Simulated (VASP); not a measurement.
Write the native input for VASP 6.6.1 that does the following.

| Item | Value |
| --- | --- |
| Task | single point |
| Functional | PBE |
| Potentials or basis | VASP PAW PBE potentials, release 64 (Si, C) |
| Cutoff | 600 eV |
| k mesh | 6 × 6 × 6 |
| Occupations | gaussian, width 0.1 eV |
| Spin | collinear spin, ferromagnetic start |
| Starting moments | [0.0, 1.0, 1.0, 1.0] μB |
| Dipole correction | no |
| Further INCAR settings | ALGO = Normal; EDIFF = 1e-06; NBANDS = 20 |

The structure of SiC3 lies in POSCAR:

```
SiC3
1.0
    3.5756969826      0.0000000000      0.0000000000
    0.0000000000      3.5756969826      0.0000000000
    0.0000000000      0.0000000000      3.4043470061
Si C
1 3
Direct
    0.0000000000      0.0000000000      0.5000000000
    0.0000000000      0.0000000000      0.0000000000
    0.5000000000      0.5000000000      0.6987638000
    0.5000000000      0.5000000000      0.3012362000
```

One way to write it, as run:

INCAR

```
SYSTEM = SiC3
PREC = Accurate
ENCUT = 600
EDIFF = 1E-6
ISMEAR = 0
SIGMA = 0.1
LREAL = .FALSE.
LASPH = .TRUE.
NELM = 200
ALGO = Normal
ISIF = 2
LWAVE = .FALSE.
LCHARG = .FALSE.
ISPIN = 2
MAGMOM = 0 1 1 1
LORBIT = 11
GGA = PE
NBANDS = 20
GGA_COMPAT = .FALSE.
```

KPOINTS

```
regular mesh
0
G
  6 6 6
  0 0 0
```

Potentials or basis: VASP PAW PBE potentials, release 64 (Si, C).

Launch:

```console
$ cat potpaw_PBE.64/Si/POTCAR potpaw_PBE.64/C/POTCAR > POTCAR
$ mpirun -np 1 vasp_std > vasp.out
```

It gave:

The pressure is 0.0 GPa, the largest force is 0.085 eV/Å and the band gap on the k mesh is zero (filled and empty bands overlap). The net moment is 0.00 μB per cell and the valence electrons inside the program's atomic spheres are Si 1.60; C 2.44, 2.31.

Wall time 50 s on 1 thread of Intel(R) Xeon(R) Platinum 8375C CPU @ 2.90GHz (Ice Lake) (shared host), peak memory 0.21 GiB.
